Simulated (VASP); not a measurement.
Te2Mo, 6 atoms in the cell. It takes space group P6_3/mmc (No. 194, hexagonal). The conventional cell has a = 3.518 Å, b = 3.518 Å, c = 13.974 Å, α = 90.00°, β = 90.00°, γ = 120.00°. Te (site symmetry 3m) has 3 Mo at 2.72 Å and 6 Te at 3.52 Å within 3.6 Å. Within 3.6 Å of Mo (site symmetry -6m2) lie 6 Te at 2.72 Å and 6 Mo at 3.52 Å. 

| Quantity | Value |
| --- | --- |
| Program | VASP 6.6.1 |
| Task | single point |
| Functional | BLYP |
| Dispersion | D3(BJ) |
| Potentials or basis | VASP PAW PBE potentials, release 64 (Te, Mo_sv) |
| Cutoff | 520 eV |
| k mesh | 9 × 9 × 2 |
| Occupations | fermi-dirac, width 0.05 eV |
| Spin | no spin polarisation |
| Dipole correction | no |
| Further INCAR settings | ALGO = Normal; EDIFF = 1e-06; NBANDS = 35 |

Potentials or basis: VASP PAW PBE potentials, release 64 (Te, Mo_sv).

Run with:

```bash
$ cat potpaw_PBE.64/Te/POTCAR potpaw_PBE.64/Mo_sv/POTCAR > POTCAR
$ mpirun -np 1 vasp_std > vasp.out
```

Hardware: 1 thread of AMD EPYC 9R45 96-Core Processor (Zen 5), on a shared host.

Question: Estimate the wall time of this run.

Answer: Run time: 110 s on 1 thread of AMD EPYC 9R45 96-Core Processor (Zen 5) (shared host), peak memory 0.31 GiB. Counts: scf iterations 14, k points 24.
